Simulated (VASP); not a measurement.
# Y (a cell with a defect) in VASP: further runs

Runs on Y (a cell with a defect). Level: PBEsol. Tasks: single point.

Everything below comes from runs of VASP 6.6.1. Logs are shortened: lines on timing, memory, paths and dates and some standing lists are left out, and cuts for length are marked.

## 1. The cell of the first run

The cell holds a defect, 17 atoms: a = 7.300 Å, b = 6.322 Å, c = 11.468 Å, α = 90.00°, β = 90.00°, γ = 90.00°.

## 2. Single point, PBEsol

Contents of INCAR:

```
  PREC = Accurate
  ENCUT = 520
  EDIFF = 1E-6
  ISMEAR = 0
  SIGMA = 0.1
  LREAL = Auto
  LASPH = T
  NELM = 80
  ALGO = Normal
  ISIF = 2
  LWAVE = F
  LCHARG = T
  GGA = PS
  LELF = T
  LVHAR = T
  NBANDS = 108
```

Contents of KPOINTS:

```
Automatic mesh
0
Gamma
  3 3 2
```

Contents of POSCAR:

```
Y
1.0
   -3.6500000000     -6.3219850000      0.0000000000
    5.4750000000     -3.1609930000      0.0000000000
    0.0000000000      0.0000000000     11.4683000000
Y
17
Direct
    0.7506646171      0.5436422609      0.0109629815
    0.4980599750      0.3346021072      0.2532412716
    0.7505598819      0.4880320959      0.4924883869
    0.4620094220      0.3663758445      0.7297683256
    0.4781559788     -0.0169864370      0.0224700029
    0.2504296381      0.8261116402      0.2572738083
    0.4984930534     -0.0022970703      0.5039284460
    0.2506300099      0.8580363364      0.7611192406
    0.2507472887      0.4849394826     -0.0042838486
    0.0028205615      0.3346008708      0.2530994325
    0.2502453016      0.5120270540      0.4934344012
    0.0386582256      0.3661934217      0.7301794466
    0.0226571290     -0.0168316952      0.0220818783
    0.7505361156      0.8334448595      0.2603506271
    0.0022667525     -0.0021002036      0.5040077481
    0.7507040527      0.7568586693      0.7378812868
    0.7498899966      0.1540456633      0.8440312647
```

Potentials or basis: VASP PAW PBE potentials, release 64 (Y_sv).

Launch:

```
cat potpaw_PBE.64/Y_sv/POTCAR > POTCAR
mpirun -np 1 vasp_std > vasp.out
```

OUTCAR:

```text
PREC = Accurate
   ENCUT = 520
   EDIFF = 1E-6
   ISMEAR = 0
   LREAL = Auto
   LASPH = T
   NELM = 80
   ISIF = 2
   GGA = PS

 ion  position               nearest neighbor table
   1  0.751  0.544  0.011-  17 3.12  14 3.40  16 3.41  13 3.42   5 3.42  10 3.58   2 3.59   9 3.67
                             9 3.67  12 4.01   4 4.01  13 4.06   5 4.07  17 4.31
   2  0.498  0.335  0.253-   3 3.44   5 3.46  11 3.48   7 3.58   1 3.59   9 3.59   6 3.60  10 3.62
                            14 3.65  14 3.67  10 3.68   6 3.69
   3  0.751  0.488  0.492-  16 3.29  14 3.44   2 3.44  10 3.45   4 3.53  12 3.53  15 3.60   7 3.61
                            11 3.65  11 3.66  15 3.71   7 3.71
   4  0.462  0.366  0.730-  17 2.82  12 3.09  16 3.25  11 3.25   8 3.49   7 3.49   9 3.50   3 3.53
                             8 3.58   1 4.01   5 4.14  12 4.21
   5  0.478  0.983  0.022-  17 3.05   6 3.32  13 3.33   1 3.42   2 3.46  14 3.51   8 3.52   9 3.57
                             9 3.59  13 3.97   1 4.07  16 4.08   4 4.14
   6  0.250  0.826  0.257-   5 3.32  13 3.32  11 3.36   7 3.53  15 3.53  10 3.60   2 3.60  14 3.65
                            14 3.65  10 3.69   2 3.69   9 3.69
   7  0.498  0.998  0.504-   4 3.49  14 3.50   6 3.53  11 3.57   8 3.57   2 3.58  16 3.59   3 3.61
                            15 3.62  15 3.68   3 3.71  11 3.72
   8  0.251  0.858  0.761-   4 3.49  12 3.49  13 3.51   5 3.52   7 3.57  15 3.57   9 3.58   4 3.58
                            12 3.58  16 3.71  16 3.72  11 3.77  17 4.21  17 4.22
   9  0.251  0.485  0.996-  12 3.50   4 3.50   5 3.57  13 3.58   8 3.58   2 3.59  10 3.59   5 3.59
                            13 3.60   1 3.67   1 3.67   6 3.69
  10  0.003  0.335  0.253-   3 3.45  13 3.46  11 3.48  15 3.58   1 3.58   9 3.59   6 3.60   2 3.62
                            14 3.65  14 3.67   2 3.68   6 3.69
  11  0.250  0.512  0.493-   4 3.25  12 3.26   6 3.36  10 3.48   2 3.48   7 3.57  15 3.57   3 3.65
                             3 3.66  15 3.72   7 3.72   8 3.77
  12  0.039  0.366  0.730-  17 2.82   4 3.09  16 3.24  11 3.26   8 3.49  15 3.50   9 3.50   3 3.53
                             8 3.58   1 4.01  13 4.13   4 4.21
  13  0.023  0.983  0.022-  17 3.05   6 3.32   5 3.33   1 3.42  10 3.46  14 3.51   8 3.51   9 3.58
                             9 3.60   5 3.97   1 4.06  16 4.08  12 4.13
  14  0.751  0.833  0.260-   1 3.40   3 3.44  15 3.50   7 3.50   5 3.51  13 3.51   6 3.65   6 3.65
                            10 3.65   2 3.65  10 3.67   2 3.67
  15  0.002  0.998  0.504-  12 3.50  14 3.50   6 3.53  11 3.57   8 3.57  10 3.58  16 3.59   3 3.60
                             7 3.62   7 3.68   3 3.71  11 3.72
  16  0.751  0.757  0.738-  17 2.79  12 3.24   4 3.25   3 3.29   1 3.41  15 3.59   7 3.59   8 3.71
                             8 3.72  17 4.00  13 4.08   5 4.08
  17  0.750  0.154  0.844-  16 2.79   4 2.82  12 2.82   5 3.05  13 3.05   1 3.12  16 4.00   8 4.21
                             8 4.22   1 4.31

  LATTYP: Found a simple orthorhombic cell.
 ALAT       =     6.3219855857
 B/A-ratio  =     1.1547004518
 C/A-ratio  =     1.8140345062

  Lattice vectors:

[... 161 lines left out ...]
   EFERMI_NEDOS =   21; number of points for ismear=-14 and -15
   IALGO  =     38    algorithm
   IMIX   =      4    mixing-type and parameters
     AMIX     =   0.40;   BMIX     =  1.00
     AMIX_MAG =   1.60;   BMIX_MAG =  1.00
  volume/ion in A,a.u.               =      31.13       210.10
  Fermi-wavevector in a.u.,A,eV,Ry     =   1.157347  2.187069 18.224350  1.339452
  Thomas-Fermi vector in A             =   2.293959
   LORBIT       =      0    0 simple, 1 ext, 2 COOP (PROOUT), +10 PAW based schemes
   GGA     = PS    functional components
   LHFCALC =     F    Hartree Fock is set to
   AEXX    =    0.0000 exact exchange contribution
   IVDW    =     0    specifies the selected vdW correction
   LEPSILON=     F    determine dielectric tensor
   LRPA    =     F    only Hartree local field effects (RPA)
 non-spin polarized calculation
 Gauss-broadening in eV      SIGMA  =   0.10
  energy-cutoff  :      520.00
  volume of cell :      529.27
 maximum number of plane-waves:     14281
 NGX is ok and might be reduce to    54
   NGX = 27   NGY = 23   NGZ = 43

 number of electron     187.0000000 magnetization

 Free energy of the ion-electron system (eV)
  ---------------------------------------------------
  ext. energy  EPLUGINS =         0.00000000
  ---------------------------------------------------
  free energy    TOTEN  =      -113.66256102 eV

  energy without entropy =     -113.50260570  energy(sigma->0) =     -113.58258336

 E-fermi :   3.0667     XC(G=0):  -9.7273

 val. band max:        3.0609490796   @ k =   0.0000   0.0000   0.5000
 cond. band min:       3.0779113889   @ k =  -0.0000   0.3333   0.5000
 fundamental gap:      0.0169623092
 Fermi energy:         3.0667230824

 k-point     1 :       0.0000    0.0000    0.0000
  band No.  band energies     occupation
      1     -39.5215      2.00000
      2     -39.4995      2.00000
      3     -39.4894      2.00000
      4     -39.4598      2.00000
      5     -39.4427      2.00000
      6     -39.4266      2.00000
[... 1069 lines left out ...]
    104       3.9707      0.00000
    105       4.0589      0.00000
 [bands above 105 left out]

------------------------ aborting loop because EDIFF is reached ----------------------------------------

  FORCE on cell =-STRESS in cart. coord.  units (eV):
  Direction    XX          YY          ZZ          XY          YZ          ZX
  --------------------------------------------------------------------------------------
  -------------------------------------------------------------------------------------
  Total        0.5303026      0.5199788     -0.5473102      0.0130532      0.0937187     -0.1768411
  in kB        1.6053100      1.5740584     -1.6567948      0.0395142      0.2837013     -0.5353261
  external PRESSURE =       0.5075245 kB  Pullay stress =       0.0000000 kB

 VOLUME and BASIS-vectors are now :
 -----------------------------------------------------------------------------
  energy-cutoff  :      520.00
  volume of cell :      529.27
      direct lattice vectors                 reciprocal lattice vectors
    -3.650000000 -6.321985000  0.000000000    -0.068493159 -0.118633621  0.000000000
     5.475000000 -3.160993000  0.000000000     0.136986296 -0.079089080  0.000000000
     0.000000000  0.000000000 11.468300000     0.000000000  0.000000000  0.087196882

 POSITION                                       TOTAL-FORCE (eV/Angst)
 -----------------------------------------------------------------------------------
      0.23652     -6.46414      0.12573         0.001303      0.001722      0.012562
      0.01403     -4.20640      2.90425         0.000450     -0.006797      0.000519
     -0.06757     -6.28769      5.64800        -0.002979      0.006032      0.003254
      0.31957     -4.07893      8.36920         0.019406      0.002138     -0.010663
      3.63673     -6.13019      0.25769        -0.006843      0.001516     -0.004675
      3.60889     -4.19455      2.95049         0.005416     -0.000031      0.008527
[... 9 lines left out ...]
      1.40373     -7.13836      8.46224        -0.026971      0.021559     -0.019872
     -1.89370     -5.22773      9.67960         0.010768     -0.004698      0.031465
 -----------------------------------------------------------------------------------
    total drift:                                0.000375     -0.000340      0.000150

  FREE ENERGIE OF THE ION-ELECTRON SYSTEM (eV)
  ---------------------------------------------------
  free  energy   TOTEN  =      -113.6625610219 eV

  energy  without entropy=     -113.5026056995  energy(sigma->0) =     -113.58258336
```

OSZICAR:

```text
N       E                     dE             d eps       ncg     rms          rms(c)
DAV:   1     0.126676447295E+04    0.12668E+04   -0.91766E+04  2160   0.167E+03
DAV:   2     0.377973391612E+02   -0.12290E+04   -0.11986E+04  2212   0.443E+02
DAV:   3    -0.932038982928E+02   -0.13100E+03   -0.12572E+03  3344   0.816E+01
[... 11 lines left out ...]
DAV:  15    -0.113662571307E+03   -0.14088E-04   -0.78915E-04  2944   0.929E-02    0.902E-02
DAV:  16    -0.113662563012E+03    0.82949E-05   -0.28733E-04  2824   0.533E-02    0.634E-02
DAV:  17    -0.113662563275E+03   -0.26255E-06   -0.67766E-05  2760   0.265E-02    0.202E-02
DAV:  18    -0.113662562058E+03    0.12162E-05   -0.12099E-05  2880   0.944E-03    0.126E-02
DAV:  19    -0.113662560855E+03    0.12038E-05   -0.12241E-06  1440   0.441E-03    0.605E-03
DAV:  20    -0.113662561022E+03   -0.16734E-06   -0.72967E-07  1440   0.342E-03
   1 F= -.11366256E+03 E0= -.11358258E+03  d E =-.159955E+00
```

stdout:

```text
POSCAR found type information on POSCAR Y
 POSCAR found :  1 types and      17 ions
 scaLAPACK will be used
 -----------------------------------------------------------------------------
|                                                                             |
|                                                                             |
|     You enforced a specific xc type in the INCAR file but a different       |
|     I HOPE YOU KNOW WHAT YOU ARE DOING!                                     |
|                                                                             |
 -----------------------------------------------------------------------------

 LDA part: xc-table for (Slater+PW92), standard interpolation
 POSCAR, INCAR and KPOINTS ok, starting setup
 FFT: planning ... GRIDC
 FFT: planning ... GRID_SOFT
 FFT: planning ... GRID
 WAVECAR not read
 entering main loop
```

It took 43 min on 1 thread of Intel Xeon Platinum 8259CL at 2.50GHz (Skylake/Cascade Lake), shared host; peak memory 0.72 GiB.

Results:

| Property | Result |
| --- | --- |
| Free energy | -113.6626 eV |
| Pressure | 0.1 GPa |
| Largest force | 0.040 eV/Å |
| Band gap on the k mesh | zero (an odd number of electrons rules out a gap without spin polarisation) |

Forces in eV/Å, atoms in the order of the input:
```
Y    0.001  0.002  0.013
Y    0.000 -0.007  0.001
Y   -0.003  0.006  0.003
Y    0.019  0.002 -0.011
Y   -0.007  0.002 -0.005
Y    0.005  0.000  0.009
Y    0.005  0.011 -0.008
Y   -0.001  0.001  0.002
Y    0.013 -0.007  0.007
Y    0.002  0.001  0.003
Y    0.003 -0.001  0.006
Y    0.003 -0.022 -0.015
Y   -0.009  0.002  0.001
Y   -0.009  0.007 -0.005
Y   -0.009 -0.015 -0.012
Y   -0.027  0.022 -0.020
Y    0.011 -0.005  0.031
```

Stress tensor (GPa, compression positive):
```
 0.16  0.00 -0.05
 0.00  0.16  0.03
-0.05  0.03 -0.17
```

Caveat: the PAW data sets were made with another functional, which shifts forces and pressure a little.

## 3. Single point, PBEsol

Contents of INCAR:

```
SYSTEM = Y
PREC = Accurate ; ENCUT = 520
EDIFF = 1E-6 ; ISMEAR = 0
SIGMA = 0.1 ; LREAL = Auto
LASPH = .True. ; NELM = 100
ALGO = Normal ; ISIF = 2
LWAVE = .False. ; LCHARG = .False.
GGA = PS ; NBANDS = 108
```

Contents of KPOINTS:

```
regular mesh
0
Gamma
  3 3 2
  0 0 0
```

Contents of POSCAR:

```
Y
1.0
   -3.6500000000     -6.3219850000      0.0000000000
    5.4750000000     -3.1609930000      0.0000000000
    0.0000000000      0.0000000000     11.4683000000
Y
17
Direct
    0.7506646047      0.5436423392      0.0109630024
    0.4980599958      0.3346021890      0.2532412825
    0.7505598506      0.4880320465      0.4924884246
    0.4620094328      0.3663757863      0.7297683179
    0.4781559842     -0.0169864215      0.0224700261
    0.2504296976      0.8261116706      0.2572737895
    0.4984930957     -0.0022970230      0.5039284811
    0.2506300358      0.8580362795      0.7611192592
    0.2507473040      0.4849394812     -0.0042838084
    0.0028205946      0.3346009444      0.2530994132
    0.2502452886      0.5120270874      0.4934344236
    0.0386583087      0.3661933930      0.7301794512
    0.0226571066     -0.0168317006      0.0220819128
    0.7505360496      0.8334448550      0.2603506187
    0.0022667765     -0.0021001398      0.5040077431
    0.7507041153      0.7568586339      0.7378812902
    0.7498900827      0.1540456259      0.8440312862
```

Potentials or basis: VASP PAW PBE potentials, release 64 (Y_sv).

Launch:

```
cat potpaw_PBE.64/Y_sv/POTCAR > POTCAR
mpirun -np 1 vasp_std > vasp.out
```

It took 32 min on 1 thread of Intel Xeon Platinum 8259CL at 2.50GHz (Skylake/Cascade Lake), shared host; peak memory 0.72 GiB.

The run converged. Its results:

```yaml
Free_energy: -113.6626 eV
Pressure: 0.1 GPa
Largest_force: 0.040 eV/Å
Band_gap_on_the_k_mesh: zero (an odd number of electrons rules out a gap without spin polarisation)
```

Forces on the atoms (eV/Å):
```
Y    0.001  0.002  0.013
Y    0.000 -0.007  0.001
Y   -0.003  0.006  0.003
Y    0.019  0.002 -0.011
Y   -0.007  0.002 -0.005
Y    0.005  0.000  0.009
Y    0.005  0.011 -0.008
Y   -0.001  0.001  0.002
Y    0.013 -0.007  0.007
Y    0.002  0.001  0.003
Y    0.003 -0.001  0.006
Y    0.003 -0.022 -0.015
Y   -0.009  0.002  0.001
Y   -0.009  0.007 -0.005
Y   -0.009 -0.015 -0.012
Y   -0.027  0.022 -0.020
Y    0.011 -0.005  0.031
```

Stress tensor (GPa, compression positive):
```
 0.16  0.00 -0.05
 0.00  0.16  0.03
-0.05  0.03 -0.17
```

Levels at points of the mesh, in eV from the Fermi level:
| k point | band 92 | band 93 | band 94 | band 95 | band 96 | band 97 |
| --- | --- | --- | --- | --- | --- | --- |
| (0.00, 0.00, 0.00) | -0.06 | -0.06 | -0.02 | 0.07 | 0.15 | 0.21 |
| (0.00, 0.00, 0.50) | -0.18 | -0.09 | -0.04 | -0.03 | -0.01 | 0.16 |

Caveat: the PAW data sets were made with another functional, which shifts forces and pressure a little.
